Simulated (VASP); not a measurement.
Runs of VASP 6.6.1 on Al. The structure is that of space group P6_3/mmc (No. 194), or close to it. The cells are those of the table. 

```tsv
task	cell	k mesh	cutoff (eV)	gap on the mesh (eV)	pressure (GPa)
relaxation of cell and atoms	relaxed from a = 2.863, b = 2.863, c = 4.676 Å, angles 90.0, 90.0, 120.0°, 2 atoms	13 × 13 × 7	600	none	0.0
single point	a = 2.888, b = 2.888, c = 4.884 Å, angles 90.0, 90.0, 120.0°, 2 atoms	14 × 14 × 7	520	none	0.2
single point	a = 2.888, b = 2.888, c = 4.884 Å, angles 90.0, 90.0, 120.0°, 2 atoms	20 × 20 × 11	520	none	0.3
single point	a = 2.999, b = 2.999, c = 5.072 Å, angles 90.0, 90.0, 120.0°, 2 atoms	14 × 14 × 7	520	none	(b)
single point	a = 2.926, b = 2.926, c = 4.949 Å, angles 90.0, 90.0, 120.0°, 2 atoms	14 × 14 × 7	520	none	-1.7
single point	a = 2.809, b = 2.809, c = 4.751 Å, angles 90.0, 90.0, 120.0°, 2 atoms	14 × 14 × 7	520	none	5.7
single point	a = 2.767, b = 2.767, c = 4.681 Å, angles 90.0, 90.0, 120.0°, 2 atoms	14 × 14 × 7	520	none	9.7
single point	a = 2.849, b = 2.849, c = 4.818 Å, angles 90.0, 90.0, 120.0°, 2 atoms	14 × 14 × 7	520	none	(a)
```

Alike in all rows: level BLYP; potentials or basis VASP PAW PBE potentials, release 64 (Al); no spin polarisation; smearing fermi-dirac 0.1 eV.

**Question.** Fill in the values left out.

**Answer.** (a) 2.6; (b) -4.3.

Caveats: the PAW data sets were made with another functional, which shifts forces and pressure a little.

A gap of «none» marks levels without a gap at the run's occupations.
